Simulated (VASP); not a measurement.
Here is a VASP 6.6.1 calculation.

INCAR

```
SYSTEM = TaN
PREC = Accurate
ENCUT = 520
EDIFF = 1E-8
ISMEAR = -1
SIGMA = 0.02
LREAL = .False.
LASPH = .True.
NELM = 120
ALGO = Normal
ISIF = 2
LWAVE = .False.
LCHARG = .False.
GGA = PS
LEFG = .True.
NBANDS = 16
GGA_COMPAT = .False.
```

KPOINTS

```
regular mesh
0
Gamma
  9 9 9
  0 0 0
```

POSCAR

```
TaN
1.0
    0.0000000000      2.1572100000      2.1790000000
    2.1572100000      0.0000000000      2.1790000000
    2.1572100000      2.1572100000      0.0000000000
Ta N
1 1
Direct
    0.5000000000      0.5000000000      0.5000000000
    0.0000000000      0.0000000000      0.0000000000
```

Potentials or basis: VASP PAW PBE potentials, release 64 (Ta_sv_GW, N).

Launch:

```console
$ cat potpaw_PBE.64/Ta_sv_GW/POTCAR potpaw_PBE.64/N/POTCAR > POTCAR
$ mpirun -np 1 vasp_std > vasp.out
```

(1) Predict the pressure.

(2) Predict the band gap on the k mesh.

Results:

(1) 12.2 GPa.

(2) zero (band 9 reaches 16.05 eV, above the bottom of band 10 at 12.17 eV).

Caveat: the cell differs from its parent crystal (equal xx and yy strain of -1 %); without QUAD_EFG the Cq values of the log hold for a quadrupole moment of 1 mb, not for the nuclei; the PAW data sets were made with another functional, which shifts forces and pressure a little; spin-orbit coupling is left out, which moves the levels of the heavy elements.
